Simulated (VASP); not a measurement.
AlN: single point with PBE

The system is AlN.

```
CELL_PARAMETERS angstrom
0.00000 2.03452 2.03452
2.03452 0.00000 2.03452
2.03452 2.03452 0.00000
ATOMIC_POSITIONS crystal
Al 0.50000 0.50000 0.50000
N 0.00000 0.00000 0.00000
```

| Item | Value |
| --- | --- |
| Program | VASP 6.6.1 |
| Task | single point |
| Functional | PBE |
| Potentials or basis | VASP PAW PBE potentials, release 64 (Al, N) |
| Cutoff | 600 eV |
| k mesh | 5 × 5 × 5 |
| Occupations | gaussian, width 0.01 eV |
| Spin | no spin polarisation |
| Dipole correction | no |
| Further INCAR settings | ALGO = Normal; EDIFF = 1e-06; NBANDS = 11 |

```
Pressure               : -0.2 GPa
Band gap on the k mesh : 5.03 eV, indirect (least direct gap 5.40 eV)
```

Levels at points of the mesh, in eV from the valence-band top:
```csv
k point,band 2,band 3,band 4,band 5,band 6,band 7
"(0.00, 0.00, 0.00)",0.00,0.00,0.00,5.40,12.09,12.09
```

It took 2.5 s on 1 thread of Intel(R) Xeon(R) Platinum 8559C (Emerald Rapids), on a shared host, peak memory 0.13 GiB.

Caveat: the k points lie up to 0.53 Å⁻¹ apart. Expect the measured gap to be larger: semilocal functionals such as PBE lack the derivative discontinuity.
